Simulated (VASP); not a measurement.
# Si2Ni (Fm-3m) in VASP: a series of runs, part 2 of 2

VASP 6.6.1. The steps go on from the part before.

**3. Vibrations by perturbation theory, PBEsol (13.25 Å³/atom)**

This run uses another cell than the first one, of 13.25 Å³/atom.

Input file INCAR:

```
PREC = Accurate
ENCUT = 520
EDIFF = 1E-8
ISMEAR = -1
SIGMA = 0.1
LREAL = F
LASPH = T
NELM = 60
ALGO = Normal
ISIF = 2
LWAVE = F
LCHARG = F
GGA = PS
IBRION = 8
NSW = 1
```

Input file KPOINTS:

```
regular mesh
0
Gamma
  10 10 10
```

Input file POSCAR:

```
Si2Ni
1.0
    0.0000000000      2.7087837290      2.7087837290
    2.7087837290      0.0000000000      2.7087837290
    2.7087837290      2.7087837290      0.0000000000
Si Ni
2 1
Direct
    0.2500000000      0.2500000000      0.2500000000
    0.7500000000      0.7500000000      0.7500000000
    0.0000000000      0.0000000000      0.0000000000
```

Potentials or basis: VASP PAW PBE potentials, release 64 (Si, Ni).

Launch:

```console
> cat potpaw_PBE.64/Si/POTCAR potpaw_PBE.64/Ni/POTCAR > POTCAR
> mpirun -np 1 vasp_std > vasp.out
```

OUTCAR:

```text
PREC = Accurate
   ENCUT = 520
   EDIFF = 1E-8
   ISMEAR = -1
   LREAL = F
   LASPH = T
   NELM = 60
   ISIF = 2
   GGA = PS
   IBRION = 8
   NSW = 1

 ion  position               nearest neighbor table
   1  0.250  0.250  0.250-   3 2.35   3 2.35   3 2.35   3 2.35   2 2.71   2 2.71   2 2.71   2 2.71
                             2 2.71   2 2.71
   2  0.750  0.750  0.750-   3 2.35   3 2.35   3 2.35   3 2.35   1 2.71   1 2.71   1 2.71   1 2.71
                             1 2.71   1 2.71
   3  0.000  0.000  0.000-   2 2.35   2 2.35   2 2.35   1 2.35   1 2.35   1 2.35   2 2.35   1 2.35

  LATTYP: Found a face centered cubic cell.
 ALAT       =     5.4175674580

  Lattice vectors:

 A1 = (   0.0000000000,   2.7087837290,   2.7087837290)
 A2 = (   2.7087837290,   0.0000000000,   2.7087837290)
 A3 = (   2.7087837290,   2.7087837290,   0.0000000000)

Analysis of symmetry for initial positions (statically):
=====================================================================
 Subroutine PRICEL returns:
 Original cell was already a primitive cell.

 Routine SETGRP: Setting up the symmetry group for a
 face centered cubic supercell.

 Subroutine GETGRP returns: Found 48 space group operations
 (whereof 48 operations were pure point group operations)
 out of a pool of 48 trial point group operations.

The static configuration has the point symmetry O_h .

Analysis of symmetry for dynamics (positions and initial velocities):
=====================================================================
 Subroutine PRICEL returns:
[... 582 lines left out ...]
  free  energy   TOTEN  =       -18.9932505373 eV

  energy  without entropy=      -18.9642469985  energy(sigma->0) =      -18.97874877

[... ionic steps 2 to 9 ...]

--------------------------------------- Ionic step       10  -------------------------------------------

 Free energy of the ion-electron system (eV)
  ---------------------------------------------------
  ---------------------------------------------------
  free energy    TOTEN  =        -0.18823942 eV

  energy without entropy =       -0.18823942

------------------------ aborting loop because EDIFF is reached ----------------------------------------

 INTERNAL STRAIN TENSOR  FOR ION    3  DIRECTION 1   (eV/Angst):
 -----------------------------------------------------------------------------
    -0.00200  0.00000  0.00000
    -0.00000  0.01282 -0.00000
     0.00000 -0.00000  0.01282

 INTERNAL STRAIN TENSOR FOR ION    3 for displacements in x,y,z  (eV/Angst):
          X           Y           Z          XY          YZ          ZX
  --------------------------------------------------------------------------------
  x     0.00000     0.00000     0.00000     0.00000     0.00000     0.00000
  y     0.00000     0.00000     0.00000     0.00000     0.00000     0.00000
  z     0.00000     0.00000     0.00000     0.00000     0.00000     0.00000

 SECOND DERIVATIVES (NOT SYMMETRIZED)
 ------------------------------------
               1X          1Y          1Z          2X          2Y          2Z          3X          3Y          3Z
  1X    -7.905133    0.000000    0.000000    3.089153    0.000000    0.000000    4.815980    0.000000    0.000000
  1Y     0.000000   -7.905133    0.000000    0.000000    3.089153    0.000000    0.000000    4.815980    0.000000
  1Z     0.000000    0.000000   -7.905133    0.000000    0.000000    3.089153    0.000000    0.000000    4.815980
  2X     3.089153    0.000000    0.000000   -7.905133    0.000000    0.000000    4.815980    0.000000    0.000000
  2Y     0.000000    3.089153    0.000000    0.000000   -7.905133    0.000000    0.000000    4.815980    0.000000
  2Z     0.000000    0.000000    3.089153    0.000000    0.000000   -7.905133    0.000000    0.000000    4.815980
  3X     4.818577    0.000000    0.000000    4.818577    0.000000    0.000000   -9.637154    0.000000    0.000000
  3Y     0.000000    4.818577    0.000000    0.000000    4.818577    0.000000    0.000000   -9.637154    0.000000
  3Z     0.000000    0.000000    4.818577    0.000000    0.000000    4.818577    0.000000    0.000000   -9.637154

 Eigenvectors and eigenvalues of the dynamical matrix
 ----------------------------------------------------

   1 f  =    9.781310 THz    61.457784 2PiTHz  326.269383 cm-1    40.452230 meV
             X         Y         Z           dx          dy          dz
      1.354392  1.354392  1.354392    -0.064606   -0.350220    0.610878
      4.063176  4.063176  4.063176     0.064606    0.350220   -0.610878
      0.000000  0.000000  0.000000     0.000000    0.000000    0.000000
[... 43 lines left out ...]
   9 f/i=    0.001221 THz     0.007669 2PiTHz    0.040716 cm-1     0.005048 meV
             X         Y         Z           dx          dy          dz
      1.354392  1.354392  1.354392     0.000000    0.000000   -0.494553
      4.063176  4.063176  4.063176     0.000000    0.000000   -0.494553
      0.000000  0.000000  0.000000     0.000000    0.000000   -0.714727

--------------------------------------------------------------------------------------------------------

 ELASTIC MODULI CONTR FROM IONIC RELAXATION (kBar)
 Direction    XX          YY          ZZ          XY          YZ          ZX
 --------------------------------------------------------------------------------
 XX          -0.0000      0.0000      0.0000     -0.0000      0.0000     -0.0000
 YY           0.0000     -0.0000      0.0000     -0.0000     -0.0000      0.0000
 ZZ           0.0000      0.0000     -0.0000      0.0000     -0.0000     -0.0000
 XY          -0.0000     -0.0000      0.0000   -332.3403      0.0000     -0.0000
 YZ           0.0000     -0.0000     -0.0000      0.0000   -332.3403      0.0000
 ZX          -0.0000      0.0000     -0.0000     -0.0000      0.0000   -332.3403
 --------------------------------------------------------------------------------
```

Wall time 2.1 min (1 thread of Intel Xeon Platinum 8559C (Emerald Rapids), shared host); peak memory 0.32 GiB.

Results:

```
Highest phonon frequency at Γ : 326 cm⁻¹
```

Phonon frequencies in cm⁻¹ (negative: imaginary):
```tsv
q point	frequencies
(0.000, 0.000, 0.000)	0 0 0 302 302 302 326 326 326
```

Caveat: the cell stands under pressure or tension, which shifts response properties; the PAW data sets were made with another functional, which shifts forces and pressure a little.
